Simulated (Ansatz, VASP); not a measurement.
Two plane-wave programs on TaF3

Contents of INCAR:

```
PREC = Accurate
ENCUT = 520
EDIFF = 1E-6
ISMEAR = 0
SIGMA = 0.15
LREAL = False
LASPH = True
NELM = 80
ALGO = Normal
ISIF = 2
LWAVE = False
LCHARG = False
GGA = PS
NBANDS = 24
```

Contents of KPOINTS:

```
Automatic mesh
0
Gamma
  12 12 12
```

Contents of POSCAR:

```
TaF3
1.0
    4.0182360000      0.0000000000      0.0000000000
    0.0000000000      4.0182360000      0.0000000000
    0.0000000000      0.0000000000      4.0182360000
Ta F
1 3
Direct
    0.0000000000      0.0000000000      0.0000000000
    0.5000000000      0.0000000000      0.0000000000
    0.0000000000      0.5000000000      0.0000000000
    0.0000000000      0.0000000000      0.5000000000
```

Input for Ansatz:

```yaml
crystal:
  lattice:
    - [4.018236, 0.0, 0.0]
    - [0.0, 4.018236, 0.0]
    - [0.0, 0.0, 4.018236]
  atoms:
    - { symbol: Ta, position: [0.0, 0.0, 0.0] }
    - { symbol: F, position: [0.5, 0.0, 0.0] }
    - { symbol: F, position: [0.0, 0.5, 0.0] }
    - { symbol: F, position: [0.0, 0.0, 0.5] }
basis:
  ecutwfc: 420
kpoints:
  mp_grid: { grid: [12, 12, 12] }
hamiltonian:
  xc: pbesol
scf:
  occupations: { method: gaussian, width: 0.15 }
output:
  forces: true
  stress: true
  eigenvalues: true
```

Change from the starting cell: strain +0.030 along x and y, +0.030 along z, atoms carried along.

Alike in both runs: task single point; functional PBEsol; k mesh 12 × 12 × 12; occupations gaussian, width 0.15 eV; no spin polarisation.

|  | VASP | Ansatz |
| --- | --- | --- |
| version | VASP 6.6.1 | Ansatz 0.2.0 |
| potentials or method | VASP PAW PBE potentials, release 64 (Ta_pv, F), cutoff 520 eV | scalar-relativistic, plane waves, PAW |
| valence electrons in the cell | 32 | 34 |

|  | VASP | Ansatz | Ansatz less VASP |
| --- | --- | --- | --- |
| gap on the k mesh at the Fermi level (eV) | none | none | - |
| pressure (GPa) | 5.6 | 5.5 | -0.17 |

VASP's potentials were made for PBE, not for PBEsol. A gap of «none» marks a metal or a gap that the smearing closes. VASP's potentials hold 32 valence electrons a cell and Ansatz's 34, so a difference there can come from the potentials and not from the codes.

Spin-orbit coupling is off throughout.
